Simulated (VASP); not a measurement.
Wanted: the native input for a VASP 6.6.1 run.

```yaml
Task: single point
Functional: PBE
Potentials_or_basis: VASP PAW PBE potentials, release 64 (Tc_pv)
Cutoff: 520 eV
k_mesh: 11 × 11 × 3
Occupations: fermi-dirac, width 0.05 eV
Spin: no spin polarisation
Dipole_correction: no
Further_INCAR_settings: ALGO = Normal; EDIFF = 1e-07; NBANDS = 34
```

The structure of Tc lies in POSCAR:

```
Tc
1.0
    2.7930817798      0.0000000000      0.0000000000
   -1.3965408898      2.4188797761      0.0000000000
    0.0000000000      0.0000000000      8.9416827036
Tc
4
Direct
    0.6666666667      0.3333333333      0.7500000000
    0.0000000000      0.0000000000      0.5000000000
    0.3333333333      0.6666666667      0.2500000000
    0.0000000000      0.0000000000      0.0000000000
```

These files were run (other wordings do the same):

INCAR

```
ALGO = Normal
EDIFF = 1E-7
ENCUT = 520
GGA = PE
ISIF = 2
ISMEAR = -1
LASPH = T
LCHARG = F
LREAL = F
LWAVE = F
NBANDS = 34
NELM = 80
PREC = Accurate
SIGMA = 0.05
```

KPOINTS

```
k-points
0
Gamma
  11 11 3
```

Potentials or basis: VASP PAW PBE potentials, release 64 (Tc_pv).

The run is started by

```bash
$ cat potpaw_PBE.64/Tc_pv/POTCAR > POTCAR
$ mpirun -np 1 vasp_std > vasp.out
```

Results of the run:

| Quantity | Value |
| --- | --- |
| Pressure | -12.7 GPa |
| Band gap on the k mesh | zero (bands 26 and 27 overlap by 2.66 eV) |

Caveat: the cell stands under tension.

Run time: 95 s on 1 thread of Intel Xeon 8259CL (shared host), peak memory 0.21 GiB.
